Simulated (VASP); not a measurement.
Wanted: the native input for a VASP 6.6.1 run.

* Task: single point
* Functional: LDA
* Potentials or basis: VASP PAW LDA potentials, release 64 (Rb_sv, Bi_d, O)
* Cutoff: 520 eV
* k mesh: 5 × 5 × 5
* Occupations: fermi-dirac, width 0.1 eV
* Spin: no spin polarisation
* Dipole correction: no
* Further INCAR settings: ALGO = Normal; EDIFF = 1e-06; NBANDS = 29

The structure of RbBiO3 lies in POSCAR:

```
RbBiO3
1.0
    4.3705158943      0.0000000000      0.0000000000
    0.0000000000      4.3705158943      0.0000000000
    0.0000000000      0.0000000000      4.3705158943
Rb Bi O
1 1 3
Direct
    0.0000000000      0.0000000000      0.0000000000
    0.5000000000      0.5000000000      0.5000000000
    0.5000000000      0.5000000000      0.0000000000
    0.5000000000      0.0000000000      0.5000000000
    0.0000000000      0.5000000000      0.5000000000
```

The input as run:

INCAR

```
SYSTEM = RbBiO3
PREC     = Accurate       ! precision mode
ENCUT    = 520            ! plane-wave cutoff, eV
EDIFF    = 1E-6           ! SCF threshold, eV
ISMEAR   = -1             ! smearing method
SIGMA    = 0.1            ! smearing width, eV
LREAL    = .False.        ! projectors in reciprocal space
LASPH    = .True.         ! aspherical terms in the spheres
NELM     = 60             ! most SCF steps
ALGO     = Normal         ! electronic algorithm
ISIF     = 2              ! what is computed and relaxed
LWAVE    = .False.        ! write WAVECAR
LCHARG   = .False.        ! write CHGCAR
GGA      = CA             ! functional
NBANDS   = 29             ! bands
```

KPOINTS

```
regular mesh
0
Gamma
  5 5 5
  0 0 0
```

Potentials or basis: VASP PAW LDA potentials, release 64 (Rb_sv, Bi_d, O).

Run with:

```bash
$ cat potpaw_LDA.64/Rb_sv/POTCAR potpaw_LDA.64/Bi_d/POTCAR potpaw_LDA.64/O/POTCAR > POTCAR
$ mpirun -np 1 vasp_std > vasp.out
```

Results of the run:

```yaml
Pressure: -8.6 GPa
Band_gap_on_the_k_mesh: zero (band 21 reaches 1.76 eV, above the bottom of band 22 at 1.16 eV)
```

Caveat: spin-orbit coupling is left out, which moves the levels of the heavy elements.

Run time: 14 s on 1 thread of AMD EPYC 9R45 (Zen 5) (shared host), peak memory 0.14 GiB.
